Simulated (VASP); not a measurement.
# Be (R-3m) in VASP: a series of runs, part 2 of 2

VASP 6.6.1.

**4. Single point, PBE**

This run uses another cell than the first one: it holds 3 atoms, not 12.

The input, INCAR:

```
SYSTEM = Be
ALGO = Normal
EDIFF = 1E-6
ENCUT = 520
GGA = PE
ISIF = 2
ISMEAR = 0
LASPH = .True.
LCHARG = .False.
LREAL = .False.
LWAVE = .False.
NBANDS = 10
NELM = 100
PREC = Accurate
SIGMA = 0.1
```

The input, KPOINTS:

```
k-points
0
Gamma
  9 9 9
  0 0 0
```

The input, POSCAR:

```
Be
1.0
    1.1823217655      0.6826137895      5.7140869046
   -1.1823217655      0.6826137895      5.7140869046
    0.0000000000     -1.3652275791      5.7140869046
Be
3
Direct
    0.0000000000      0.0000000000      0.0000000000
    0.2222200000      0.2222200000      0.2222200000
    0.7777800000      0.7777800000      0.7777800000
```

Potentials or basis: VASP PAW PBE potentials, release 64 (Be).

Run with:

```console
> cat potpaw_PBE.64/Be/POTCAR > POTCAR
> mpirun -np 1 vasp_std > vasp.out
```

OUTCAR:

```text
SYSTEM = Be
   EDIFF = 1E-6
   ENCUT = 520
   GGA = PE
   ISIF = 2
   ISMEAR = 0
   LASPH = .True.
   LREAL = .False.
   NELM = 100
   PREC = Accurate

 ion  position               nearest neighbor table
   1  0.000  0.000  0.000-   3 2.34   2 2.34   3 2.34   3 2.34   2 2.34   2 2.34
   2  0.222  0.222  0.222-   3 2.34   3 2.34   3 2.34   1 2.34   1 2.34   1 2.34
   3  0.778  0.778  0.778-   2 2.34   2 2.34   2 2.34   1 2.34   1 2.34   1 2.34

  LATTYP: Found a trigonal (rhomboedric) cell.
 ALAT       =     5.8749157863
 COS(alpha) =     0.9189975651

  Lattice vectors:

 A1 = (   1.1823217655,   0.6826137895,   5.7140869046)
 A2 = (  -1.1823217655,   0.6826137895,   5.7140869046)
 A3 = (   0.0000000000,  -1.3652275791,   5.7140869046)

Analysis of symmetry for initial positions (statically):
=====================================================================
 Subroutine PRICEL returns:
 Original cell was already a primitive cell.

 Routine SETGRP: Setting up the symmetry group for a
 trigonal (rhombohedral) supercell.

 Subroutine GETGRP returns: Found 12 space group operations
 (whereof 12 operations were pure point group operations)
 out of a pool of 12 trial point group operations.

The static configuration has the point symmetry D_3d.

Analysis of symmetry for dynamics (positions and initial velocities):
=====================================================================
 Subroutine PRICEL returns:
 Original cell was already a primitive cell.

 Routine SETGRP: Setting up the symmetry group for a
 trigonal (rhombohedral) supercell.

 Subroutine GETGRP returns: Found 12 space group operations
 (whereof 12 operations were pure point group operations)
 out of a pool of 12 trial point group operations.

The dynamic configuration has the point symmetry D_3d.

 Subroutine INISYM returns: Found 12 space group operations
 (whereof 12 operations are pure point group operations),
 and found     1 'primitive' translations

----------------------------------------------------------------------------------------

                                     Primitive cell

  volume of cell :      27.6700

  direct lattice vectors                    reciprocal lattice vectors
     1.182321766  0.682613789  5.714086905     0.422896723  0.244159537  0.058335363
    -1.182321766  0.682613789  5.714086905    -0.422896723  0.244159537  0.058335363
     0.000000000 -1.365227579  5.714086905     0.000000000 -0.488319074  0.058335363

  length of vectors
     5.874915786  5.874915786  5.874915786     0.491791147  0.491791147  0.491791147

  position of ions in fractional coordinates (direct lattice)
     0.000000000  0.000000000  0.000000000
     0.222220000  0.222220000  0.222220000
     0.777780000  0.777780000  0.777780000

  ion indices of the primitive-cell ions
   primitive index   ion index
                 1           1
                 2           2
                 3           3

----------------------------------------------------------------------------------------

 KPOINTS: k-points

Automatic generation of k-mesh.
 Grid dimensions read from file:
 generate k-points for:    9    9    9

 Generating k-lattice:

  Cartesian coordinates                     Fractional coordinates (reciprocal lattice)
     0.046988525  0.027128837  0.006481707     0.111111111  0.000000000 -0.000000000
    -0.046988525  0.027128837  0.006481707     0.000000000  0.111111111 -0.000000000
     0.000000000 -0.054257675  0.006481707     0.000000000  0.000000000  0.111111111

  Length of vectors
     0.054643461  0.054643461  0.054643461

  Shift w.r.t. Gamma in fractional coordinates (k-lattice)
     0.000000000  0.000000000  0.000000000

 Subroutine IBZKPT returns following result:
 ===========================================

 Found     85 irreducible k-points:

 Following reciprocal coordinates:
            Coordinates               Weight
  0.000000  0.000000  0.000000      1.000000
  0.111111  0.000000 -0.000000      6.000000
  0.222222 -0.000000  0.000000      6.000000
  0.333333  0.000000 -0.000000      6.000000
  0.444444 -0.000000  0.000000      6.000000
  0.111111  0.111111 -0.000000      6.000000
[... 16 lines left out ...]
 -0.333333  0.333333  0.000000      6.000000
  0.444444  0.444444  0.000000      6.000000
 [... further k-points ...]
   k-points           NKPTS =     85   k-points in BZ     NKDIM =     85   number of bands    NBANDS=     10
   number of dos      NEDOS =    301   number of ions     NIONS =      3
   total plane-waves  NPLWV = 110592
   dimension x,y,z NGX =    48 NGY =   48 NGZ =   48
   dimension x,y,z NGXF=    96 NGYF=   96 NGZF=   96
   ions per type =               3
   NGX,Y,Z   is equivalent  to a cutoff of  13.58, 13.58, 13.58 a.u.
   NGXF,Y,Z  is equivalent  to a cutoff of  27.17, 27.17, 27.17 a.u.
 SYSTEM =  Be
   PREC   = accura    normal or accurate (medium, high low for compatibility)
   ISTART =      0    job   : 0-new  1-cont  2-samecut
   ICHARG =      2    charge: 1-file 2-atom 10-const
   ISPIN  =      1    spin polarized calculation?
   LNONCOLLINEAR =      F non collinear calculations
   LSORBIT =      F    spin-orbit coupling
   LASPH  =      T    aspherical Exc in radial PAW
   ENCUT  =  520.0 eV  38.22 Ry    6.18 a.u.  10.92 10.92 10.92*2*pi/ulx,y,z
   NELM   =    100;   NELMIN=  2; NELMDL= -5     # of ELM steps
   EDIFF  = 0.1E-05   stopping-criterion for ELM
   LREAL  =      F    real-space projection
   EDIFFG = 0.1E-04   stopping-criterion for IOM
   NSW    =      0    number of steps for IOM
   IBRION =     -1    ionic relax: 0-MD 1-quasi-New 2-CG
   NFREE  =      0    steps in history (QN), initial steepest desc. (CG)
   ISIF   =      2    stress and relaxation
   ISYM   =      2    0-nonsym 1-usesym 2-fastsym
   POTIM  = 0.5000    time-step for ionic-motion
   TEBEG  =    0.0;   TEEND  =   0.0 temperature during run
   PSTRESS=    0.0 pullay stress
   NELECT =       6.0000    total number of electrons
   NUPDOWN=      -1.0000    fix difference up-down
   EMIN   =  10.00;   EMAX   =-10.00  energy-range for DOS
   EFERMI =   0.00;   METHOD = LEGACY
   ISMEAR =     0;   SIGMA  =   0.10  broadening in eV -4-tet -1-fermi 0-gaus
   EFERMI_NEDOS =   21; number of points for ismear=-14 and -15
   IALGO  =     38    algorithm
   IMIX   =      4    mixing-type and parameters
     AMIX     =   0.40;   BMIX     =  1.00
     AMIX_MAG =   1.60;   BMIX_MAG =  1.00
  volume/ion in A,a.u.               =       9.22        62.24
  Fermi-wavevector in a.u.,A,eV,Ry     =   0.983533  1.858608 13.161423  0.967337
  Thomas-Fermi vector in A             =   2.114698
   LORBIT       =      0    0 simple, 1 ext, 2 COOP (PROOUT), +10 PAW based schemes
   GGA     = PE    functional components
   LHFCALC =     F    Hartree Fock is set to
   AEXX    =    0.0000 exact exchange contribution
   IVDW    =     0    specifies the selected vdW correction
   LEPSILON=     F    determine dielectric tensor
   LRPA    =     F    only Hartree local field effects (RPA)
 non-spin polarized calculation
 Gauss-broadening in eV      SIGMA  =   0.10
  energy-cutoff  :      520.00
  volume of cell :       27.67
 maximum number of plane-waves:       765
 NGX is ok and might be reduce to    48

 number of electron       6.0000000 magnetization

 Free energy of the ion-electron system (eV)
  ---------------------------------------------------
  ext. energy  EPLUGINS =         0.00000000
  ---------------------------------------------------
  free energy    TOTEN  =       -11.05075102 eV

  energy without entropy =      -11.04960151  energy(sigma->0) =      -11.05017627

 E-fermi :   5.5246     XC(G=0): -10.1121

 val. band max:        5.5172358401   @ k =  -0.3333  -0.4444   0.2222
 cond. band min:       6.1959450313   @ k =   0.4444   0.4444   0.4444
 fundamental gap:      0.6787091912
 Fermi energy:         5.5245723291

 k-point     1 :       0.0000    0.0000    0.0000
  band No.  band energies     occupation
      1      -4.6894      2.00000
      2      -1.2183      2.00000
      3      -1.2015      2.00000
      4      10.9282      0.00000
      5      10.9415      0.00000
      6      20.9818      0.00000
      7      20.9818      0.00000
      8      21.0858      0.00000
      9      21.0858      0.00000
     10      22.9675      0.00000
[... 287 lines left out ...]
 k-point    24 :       0.4444    0.4444    0.0000
  band No.  band energies     occupation
      1       0.9183      2.00000
      2       1.9240      2.00000
      3       3.9379      2.00000
      4       6.9618      0.00000
      5       7.9278      0.00000
      6      12.0914      0.00000
      7      12.2709      0.00000
      8      14.6400      0.00000
      9      15.5082      0.00000
     10      18.1787      0.00000

 [... further k-points ...]
[... 5 lines left out ...]
  --------------------------------------------------------------------------------------
  -------------------------------------------------------------------------------------
  Total       -2.1624468     -2.1624468     -3.3465518      0.0000000      0.0000000      0.0000000
  in kB     -125.2123549   -125.2123549   -193.7756961      0.0000000      0.0000000      0.0000000
  external PRESSURE =    -148.0668020 kB  Pullay stress =       0.0000000 kB

 VOLUME and BASIS-vectors are now :
 -----------------------------------------------------------------------------
  energy-cutoff  :      520.00
  volume of cell :       27.67
      direct lattice vectors                 reciprocal lattice vectors
     1.182321766  0.682613789  5.714086905     0.422896723  0.244159537  0.058335363
    -1.182321766  0.682613789  5.714086905    -0.422896723  0.244159537  0.058335363
     0.000000000 -1.365227579  5.714086905     0.000000000 -0.488319074  0.058335363

 POSITION                                       TOTAL-FORCE (eV/Angst)
 -----------------------------------------------------------------------------------
      0.00000      0.00000      0.00000         0.000000     -0.000000      0.000000
      0.00000     -0.00000      3.80935         0.000000      0.000000     -0.109807
      0.00000     -0.00000     13.33291         0.000000     -0.000000      0.109807
 -----------------------------------------------------------------------------------
    total drift:                               -0.000000     -0.000000     -0.000000

  FREE ENERGIE OF THE ION-ELECTRON SYSTEM (eV)
  ---------------------------------------------------
  free  energy   TOTEN  =       -11.0507510158 eV

  energy  without entropy=      -11.0496015146  energy(sigma->0) =      -11.05017627
```

stdout:

```text
POSCAR found type information on POSCAR Be
 POSCAR found :  1 types and       3 ions
 scaLAPACK will be used
 LDA part: xc-table for (Slater+PW92), standard interpolation
 POSCAR, INCAR and KPOINTS ok, starting setup
 FFT: planning ... GRIDC
 FFT: planning ... GRID_SOFT
 FFT: planning ... GRID
 WAVECAR not read
 entering main loop
```

Wall time 70 s (1 thread of AMD EPYC 7R13 (Zen 3), shared host); peak memory 0.25 GiB.

Results:

| Property | Result |
| --- | --- |
| Free energy | -11.0508 eV |
| Pressure | -14.8 GPa |
| Largest force | 0.110 eV/Å |
| Band gap on the k mesh | zero (bands 3 and 4 overlap by 1.33 eV) |

Forces in eV/Å, atoms in the order of the input:
```
Be   0.000  0.000  0.000
Be   0.000  0.000 -0.110
Be   0.000  0.000  0.110
```

Stress tensor (GPa, compression positive):
```
-12.52   0.00   0.00
  0.00 -12.52   0.00
  0.00   0.00 -19.38
```

Levels at points of the mesh, in eV from the Fermi level:
```
           k point  band 1  band 2  band 3  band 4  band 5  band 6
(0.00, 0.00, 0.00)  -10.21   -6.74   -6.73    5.40    5.42   15.46
```

Caveat: the stress differs along the axes, from -19 to -13 GPa.

**5. Overview**

| task | cell | k mesh | cutoff (eV) | gap on the mesh (eV) | pressure (GPa) | relaxed volume (Å³/atom) | largest force (eV/Å) |
| --- | --- | --- | --- | --- | --- | --- | --- |
| relaxation of cell and atoms | relaxed from a = 5.312 Å, angles 58.1°, 12 atoms, atomic positions A | 6 × 6 × 6 | 600 | none | 0.2 | 11.16 | 0.04 |
| relaxation of cell and atoms | relaxed from a = 5.515 Å, angles 23.6°, 3 atoms, atomic positions B | 24 × 24 × 24 | 600 | none | 0.0 | 7.91 | - |
| single point | a = 5.875 Å, angles 23.2°, 3 atoms, atomic positions C | 9 × 9 × 9 | 520 | none | -14.8 | - | 0.11 |

Alike in all rows: level PBE; potentials or basis VASP PAW PBE potentials, release 64 (Be); no spin polarisation; smearing gaussian 0.1 eV.

Caveats: the volume moved by over 15 % at a fixed basis, so the end points are rough (at least some runs); the stress differs along the axes, from -19 to -13 GPa (at least some runs).

Absolute energies hang on the potentials; compare differences alone.

The gap in the log of VASP goes by the Fermi energy; the results here count the filled bands.